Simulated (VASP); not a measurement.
## YSc: single point with LDA

YSc:

```
Y Sc
1.0
     3.61164    0.00000    0.00000
    -1.80582    3.12777    0.00000
     0.00000    0.00000    5.54455
Y Sc
1 1
Direct
  0.00000 0.00000 0.00000
  0.33333 0.66667 0.50000
```

```
Program                : VASP 6.6.1
Task                   : single point
Functional             : LDA
Potentials or basis    : VASP PAW LDA potentials, release 64 (Y_sv, Sc_sv)
Cutoff                 : 520 eV
k mesh                 : 9 × 9 × 6
Occupations            : methfessel-paxton, width 0.1 eV
Spin                   : no spin polarisation
Dipole correction      : no
Further INCAR settings : ALGO = Normal; EDIFF = 1e-07; NBANDS = 18
```

| Item | Value |
| --- | --- |
| Pressure | -7.0 GPa |
| Band gap on the k mesh | zero (bands 11 and 12 overlap by 1.31 eV) |

Stress tensor (GPa, compression positive):
```
-6.96  0.00  0.00
 0.00 -6.96  0.00
 0.00  0.00 -7.04
```

Levels at points of the mesh, in eV from the Fermi level:
| k point | band 8 | band 9 | band 10 | band 11 | band 12 | band 13 | band 14 | band 15 |
| --- | --- | --- | --- | --- | --- | --- | --- | --- |
| (0.00, 0.00, 0.00) | -22.31 | -4.71 | -1.64 | 0.76 | 1.31 | 1.31 | 1.72 | 1.90 |
| (0.00, 0.00, 0.50) | -22.31 | -3.36 | -3.19 | 0.81 | 1.01 | 1.19 | 1.19 | 1.37 |

It took 45 s on 1 thread of AMD EPYC 7R13 Processor (Zen 3), with other jobs on the host, peak memory 0.17 GiB.

Caveat: the cell stands under tension.
